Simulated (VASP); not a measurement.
# Ru (P6_3/mmc) in VASP: a series of runs, part 2 of 3

VASP 6.6.1. Earlier steps stand in the parts before.

## Step 4: Electric field gradients, PBEsol (volume scaled by 1.01)

File INCAR:

```
SYSTEM = Ru
  ALGO = Normal
  EDIFF = 1E-8
  ENCUT = 520
  GGA = PS
  ISIF = 2
  ISMEAR = -1
  LASPH = .True.
  LCHARG = .False.
  LEFG = .True.
  LREAL = .False.
  LWAVE = .False.
  NBANDS = 21
  NELM = 100
  PREC = Accurate
  SIGMA = 0.03
```

File KPOINTS:

```
k-points
0
Gamma
  14 14 8
  0 0 0
```

File POSCAR:

```
Ru
1.0
    2.7147887668      0.0000000000      0.0000000000
   -1.3573943834      2.3510760380      0.0000000000
    0.0000000000      0.0000000000      4.2961256859
Ru
2
Direct
    0.3333333333      0.6666666667      0.2500000000
    0.6666666667      0.3333333333      0.7500000000
```

Potentials or basis: VASP PAW PBE potentials, release 64 (Ru_pv).

Started as:

```
cat potpaw_PBE.64/Ru_pv/POTCAR > POTCAR
mpirun -np 1 vasp_std > vasp.out
```

OUTCAR:

```text
SYSTEM = Ru
   EDIFF = 1E-8
   ENCUT = 520
   GGA = PS
   ISIF = 2
   ISMEAR = -1
   LASPH = .True.
   LREAL = .False.
   NELM = 100
   PREC = Accurate

 ion  position               nearest neighbor table
   1  0.333  0.667  0.250-   2 2.66   2 2.66   2 2.66   2 2.66   2 2.66   2 2.66
   2  0.667  0.333  0.750-   1 2.66   1 2.66   1 2.66   1 2.66   1 2.66   1 2.66

  LATTYP: Found a hexagonal cell.
 ALAT       =     2.7147887668
 C/A-ratio  =     1.5824898565

  Lattice vectors:

 A1 = (   2.7147887668,   0.0000000000,   0.0000000000)
 A2 = (  -1.3573943834,   2.3510760380,   0.0000000000)
[... 790 lines left out ...]
  free  energy   TOTEN  =       -20.3157337782 eV

  energy  without entropy=      -20.3087633469  energy(sigma->0) =      -20.31224856

 Electric field gradients (V/A^2)
---------------------------------------------------------------------
 ion       V_xx      V_yy      V_zz      V_xy      V_xz      V_yz
---------------------------------------------------------------------
   1       6.524     6.526   -13.050     0.002     0.000    -0.000
   2       6.524     6.526   -13.050     0.002    -0.000     0.000
---------------------------------------------------------------------

 Electric field gradients after diagonalization (V/A^2)
 (convention: |V_zz| > |V_xx| > |V_yy|)
----------------------------------------------------------------------
 ion       V_xx      V_yy      V_zz     asymmetry (V_yy - V_xx)/ V_zz
----------------------------------------------------------------------
   1       6.528     6.523   -13.050       0.000
   2       6.528     6.523   -13.050       0.000
----------------------------------------------------------------------

           NMR quadrupolar parameters

 Cq : quadrupolar parameter    Cq=e*Q*V_zz/h
 eta: asymmetry parameters     (V_yy - V_xx)/ V_zz
 Q  : nuclear electric quadrupole moment in mb (millibarn)
----------------------------------------------------------------------
 ion       Cq(MHz)       eta       Q (mb)
----------------------------------------------------------------------
   1      -0.032       0.000       1.000
   2      -0.032       0.000       1.000
----------------------------------------------------------------------
```

OSZICAR:

```text
N       E                     dE             d eps       ncg     rms          rms(c)
DAV:   1     0.287049452315E+03    0.28705E+03   -0.17516E+04  5048   0.148E+03
DAV:   2    -0.160876685580E+02   -0.30314E+03   -0.29388E+03  5193   0.445E+02
DAV:   3    -0.219042944206E+02   -0.58166E+01   -0.57775E+01  5935   0.690E+01
DAV:   4    -0.219477665396E+02   -0.43472E-01   -0.43436E-01  6408   0.568E+00
DAV:   5    -0.219482884472E+02   -0.52191E-03   -0.51845E-03  5748   0.543E-01    0.189E+01
DAV:   6    -0.204077741525E+02    0.15405E+01   -0.34955E+00  5900   0.181E+01    0.457E+00
DAV:   7    -0.203263458375E+02    0.81428E-01   -0.59635E-01  5765   0.532E+00    0.863E-01
DAV:   8    -0.203176776066E+02    0.86682E-02   -0.17730E-02  5525   0.115E+00    0.456E-01
DAV:   9    -0.203157227086E+02    0.19549E-02   -0.19072E-03  5685   0.476E-01    0.354E-02
DAV:  10    -0.203157342623E+02   -0.11554E-04   -0.87433E-05  5725   0.948E-02    0.204E-02
DAV:  11    -0.203157337091E+02    0.55327E-06   -0.63263E-06  5730   0.236E-02    0.132E-03
DAV:  12    -0.203157337773E+02   -0.68224E-07   -0.24763E-07  5700   0.443E-03    0.116E-03
DAV:  13    -0.203157337782E+02   -0.87903E-09   -0.57784E-09  3710   0.802E-04
   1 F= -.20315734E+02 E0= -.20312249E+02  d E =-.697043E-02
```

Wall time 31 s (1 thread of Intel Xeon Platinum 8488C (Sapphire Rapids), shared host); peak memory 0.17 GiB.

What came out:

| Item | Value |
| --- | --- |
| Free energy | -20.3157 eV |
| Pressure | -9.4 GPa |
| Band gap on the k mesh | zero (band 14 reaches 14.13 eV, above the bottom of band 15 at 11.03 eV) |

Electric field gradients, principal values (V/Å²):
| atom | least | middle | greatest (by size) |
| --- | --- | --- | --- |
| 1 Ru | 6.523 | 6.528 | -13.050 |
| 2 Ru | 6.523 | 6.528 | -13.050 |

Caveat: without QUAD_EFG the Cq values of the log hold for a quadrupole moment of 1 mb, not for the nuclei; the PAW data sets were made with another functional, which shifts forces and pressure a little.

## Step 5: Electric field gradients, PBEsol (volume scaled by 1.01)

File INCAR:

```
PREC = Accurate
ENCUT = 520
EDIFF = 1E-8
ISMEAR = -1
SIGMA = 0.03
LREAL = F
LASPH = T
NELM = 60
ALGO = Normal
ISIF = 2
LWAVE = F
LCHARG = F
GGA = PS
LEFG = T
NBANDS = 21
```

File KPOINTS:

```
Automatic mesh
0
Gamma
  14 14 8
```

POSCAR is that of step 4.

Potentials or basis: VASP PAW PBE potentials, release 64 (Ru_pv).

Started as:

```
cat potpaw_PBE.64/Ru_pv/POTCAR > POTCAR
mpirun -np 1 vasp_std > vasp.out
```

OUTCAR:

```text
PREC = Accurate
   ENCUT = 520
   EDIFF = 1E-8
   ISMEAR = -1
   LREAL = F
   LASPH = T
   NELM = 60
   ISIF = 2
   GGA = PS

 ion  position               nearest neighbor table
   1  0.333  0.667  0.250-   2 2.66   2 2.66   2 2.66   2 2.66   2 2.66   2 2.66
   2  0.667  0.333  0.750-   1 2.66   1 2.66   1 2.66   1 2.66   1 2.66   1 2.66

  LATTYP: Found a hexagonal cell.
 ALAT       =     2.7147887668
 C/A-ratio  =     1.5824898565

  Lattice vectors:

 A1 = (   2.7147887668,   0.0000000000,   0.0000000000)
 A2 = (  -1.3573943834,   2.3510760380,   0.0000000000)
 A3 = (   0.0000000000,   0.0000000000,   4.2961256859)

Analysis of symmetry for initial positions (statically):
=====================================================================
 Subroutine PRICEL returns:
 Original cell was already a primitive cell.

 Routine SETGRP: Setting up the symmetry group for a
[... 766 lines left out ...]
  energy-cutoff  :      520.00
  volume of cell :       27.42
      direct lattice vectors                 reciprocal lattice vectors
     2.714788767  0.000000000  0.000000000     0.368352784  0.212668579  0.000000000
    -1.357394383  2.351076038  0.000000000     0.000000000  0.425337158  0.000000000
     0.000000000  0.000000000  4.296125686     0.000000000  0.000000000  0.232767864

 POSITION                                       TOTAL-FORCE (eV/Angst)
 -----------------------------------------------------------------------------------
     -0.00000      1.56738      1.07403        -0.000000      0.000000      0.000000
      1.35739      0.78369      3.22209         0.000000     -0.000000      0.000000
 -----------------------------------------------------------------------------------
    total drift:                               -0.000000      0.000000     -0.000000

  FREE ENERGIE OF THE ION-ELECTRON SYSTEM (eV)
  ---------------------------------------------------
  free  energy   TOTEN  =       -20.3157337782 eV

  energy  without entropy=      -20.3087633469  energy(sigma->0) =      -20.31224856

 Electric field gradients (V/A^2)
---------------------------------------------------------------------
 ion       V_xx      V_yy      V_zz      V_xy      V_xz      V_yz
---------------------------------------------------------------------
   1       6.524     6.526   -13.050     0.002     0.000    -0.000
   2       6.524     6.526   -13.050     0.002    -0.000     0.000
---------------------------------------------------------------------

 Electric field gradients after diagonalization (V/A^2)
 (convention: |V_zz| > |V_xx| > |V_yy|)
----------------------------------------------------------------------
 ion       V_xx      V_yy      V_zz     asymmetry (V_yy - V_xx)/ V_zz
----------------------------------------------------------------------
   1       6.528     6.523   -13.050       0.000
   2       6.528     6.523   -13.050       0.000
----------------------------------------------------------------------

           NMR quadrupolar parameters

 Cq : quadrupolar parameter    Cq=e*Q*V_zz/h
 eta: asymmetry parameters     (V_yy - V_xx)/ V_zz
 Q  : nuclear electric quadrupole moment in mb (millibarn)
----------------------------------------------------------------------
 ion       Cq(MHz)       eta       Q (mb)
----------------------------------------------------------------------
   1      -0.032       0.000       1.000
   2      -0.032       0.000       1.000
----------------------------------------------------------------------
```

Wall time 37 s (1 thread of Intel Xeon Platinum 8488C (Sapphire Rapids), shared host); peak memory 0.17 GiB.

What came out:

- Free energy: -20.3157 eV
- Pressure: -9.4 GPa
- Band gap on the k mesh: zero (band 14 reaches 14.13 eV, above the bottom of band 15 at 11.03 eV)

Electric field gradients, principal values (V/Å²):
```csv
atom,least,middle,greatest (by size)
1 Ru,6.523,6.528,-13.050
2 Ru,6.523,6.528,-13.050
```

Caveat: without QUAD_EFG the Cq values of the log hold for a quadrupole moment of 1 mb, not for the nuclei; the PAW data sets were made with another functional, which shifts forces and pressure a little.

(Part 2 of 3 ends here.)
